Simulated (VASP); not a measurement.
CdS (Hawleyite), 2 atoms in the cell. Symmetry: F-43m, No. 216, cubic system. The conventional cell has a = 5.800 Å, b = 5.800 Å, c = 5.800 Å, α = 90.00°, β = 90.00°, γ = 90.00°. Within 3.3 Å of Cd (site symmetry -43m) lie 4 S at 2.51 Å. Within 3.3 Å of S (site symmetry -43m) lie 4 Cd at 2.51 Å. 

| Property | Result |
| --- | --- |
| Program | VASP 6.6.1 |
| Task | single point |
| Functional | r2SCAN |
| Potentials or basis | VASP PAW PBE potentials, release 64 (Cd, S) |
| Cutoff | 520 eV |
| k mesh | 8 × 8 × 8 |
| Occupations | fermi-dirac, width 0.02 eV |
| Spin | no spin polarisation |
| Dipole correction | no |
| Further INCAR settings | ALGO = Normal; EDIFF = 1e-07; NBANDS = 16 |

Potentials or basis: VASP PAW PBE potentials, release 64 (Cd, S).

Run with:

```sh
$ cat potpaw_PBE.64/Cd/POTCAR potpaw_PBE.64/S/POTCAR > POTCAR
$ cp INCAR.step1 INCAR
$ mpirun -np 1 vasp_std > vasp.out
$ cp INCAR.step2 INCAR
$ mpirun -np 1 vasp_std > vasp.out
```

Hardware: 1 thread of Intel Xeon 6975P-C, on a shared host.

Question: How long does it take, and how much memory?

Answer: Wall time 60 s on 1 thread of Intel Xeon 6975P-C (shared host), peak memory 0.19 GiB. Counts: k points 29.
